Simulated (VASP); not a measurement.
## CoSi2: single point with PBE

Crystal: CoSi2.

```xyz
3
Lattice="0.0000 2.7833 2.7833 2.7833 0.0000 2.7833 2.7833 2.7833 0.0000" Properties=species:S:1:pos:R:3 pbc="T T T"
Co    0.0000    0.0000    0.0000
Si    1.3917    1.3917    1.3917
Si    4.1750    4.1750    4.1750
```

| Item | Value |
| --- | --- |
| Program | VASP 6.6.1 |
| Task | single point |
| Functional | PBE |
| Potentials or basis | VASP PAW PBE potentials, release 64 (Co, Si) |
| Cutoff | 520 eV |
| k mesh | 14 × 14 × 14 |
| Occupations | gaussian, width 0.15 eV |
| Spin | collinear spin, ferromagnetic start |
| Starting moments | [1.925, 0.0, 0.0] μB |
| Fixed moment | 1.925 μB |
| Dipole correction | no |
| Further INCAR settings | ALGO = Normal; EDIFF = 1e-07; NBANDS = 20 |

```json
{
 "Pressure": "-4.3 GPa",
 "Net moment": "1.93 μB per cell",
 "Site moments": "Co +1.26; Si +0.14 μB",
 "Valence electrons inside the program's atomic spheres": "Co 8.50; Si 1.56"
}
```

Wall time 4 min on 1 thread of Intel(R) Xeon(R) Platinum 8259CL CPU @ 2.50GHz (Skylake/Cascade Lake), on a shared host, peak memory 0.28 GiB.

Caveat: the total moment is fixed, so each spin has its own Fermi level.
